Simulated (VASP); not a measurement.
Set up this calculation in VASP 6.6.1, as the native input.

| Quantity | Value |
| --- | --- |
| Task | single point |
| Functional | PBE |
| Potentials or basis | VASP PAW PBE potentials, release 64 (Si, Mo_sv) |
| Cutoff | 520 eV |
| k mesh | 18 × 18 × 18 |
| Occupations | methfessel-paxton, width 0.2 eV |
| Spin | no spin polarisation |
| Dipole correction | no |
| Further INCAR settings | ALGO = Normal; EDIFF = 1e-06; NBANDS = 18 |

The structure of Si2Mo (mp) lies in POSCAR:

```
Si2Mo
1.0
   -1.6084496985      1.6084496985      3.9362822653
    1.6084496985     -1.6084496985      3.9362822653
    1.6084496985      1.6084496985     -3.9362822653
Si Mo
2 1
Direct
    0.3351170983      0.3351170983      0.0000000000
    0.6648829017      0.6648829017      0.0000000000
    0.0000000000      0.0000000000      0.0000000000
```

The input as run:

INCAR

```
SYSTEM = Si2Mo
PREC = Accurate
ENCUT = 520
EDIFF = 1E-6
ISMEAR = 1
SIGMA = 0.2
LREAL = .False.
LASPH = .True.
NELM = 100
ALGO = Normal
ISIF = 2
LWAVE = .False.
LCHARG = .False.
GGA = PE
NBANDS = 18
```

KPOINTS

```
Automatic mesh
0
Gamma
  18 18 18
  0 0 0
```

Potentials or basis: VASP PAW PBE potentials, release 64 (Si, Mo_sv).

Launch:

```console
$ cat potpaw_PBE.64/Si/POTCAR potpaw_PBE.64/Mo_sv/POTCAR > POTCAR
$ mpirun -np 1 vasp_std > vasp.out
```

Results of the run:

```yaml
Pressure: 0.2 GPa
Largest_force: 0.004 eV/Å
Band_gap_on_the_k_mesh: zero (band 11 reaches 12.53 eV, above the bottom of band 12 at 11.59 eV)
```

It took 8.4 min on 1 thread of Intel(R) Xeon(R) Platinum 8488C (Sapphire Rapids), with other jobs on the host, peak memory 0.46 GiB.
